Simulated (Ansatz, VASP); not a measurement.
## YLu2F3 in VASP and in Ansatz

```
Y Lu F
1.0
     2.85913    1.65072    4.68495
    -2.85913    1.65072    4.68495
     0.00000   -3.30143    4.68495
Y Lu F
1 2 3
Direct
  0.50000 0.50000 0.50000
  0.22524 0.22524 0.22524
  0.77476 0.77476 0.77476
  0.00000 0.50000 0.50000
  0.50000 0.50000 0.00000
  0.50000 0.00000 0.50000
```

Change from the starting cell: species swapped into the Eu2Al3Ag type (R-3m, No. 166).

Alike in both runs: functional PBE; k mesh 6 × 6 × 6; occupations gaussian, width 0.1 eV; no spin polarisation.

Ansatz relaxed the structure, and its values are those at the end. VASP's run is a single point on that final structure, the one shown.

```csv
,VASP,Ansatz
version,VASP 6.6.1,Ansatz 0.2.0
potentials or method,"VASP PAW PBE potentials, release 64 (Y_sv, Lu, F), cutoff 520 eV","scalar-relativistic, plane waves, PAW"
valence electrons in the cell,82,82
```

|  | VASP | Ansatz | Ansatz less VASP |
| --- | --- | --- | --- |
| gap on the k mesh at the Fermi level (eV) | 0.05 | 0.05 | -0.002 |
| least direct gap on the mesh (eV) | 0.07 | 0.07 | -0.002 |
| pressure (GPa) | 0.5 | 0.3 | -0.17 |
| rms of the force components (eV/Å) | 0.025 | 0.012 | -0.0138 |

Spin-orbit coupling is off throughout.
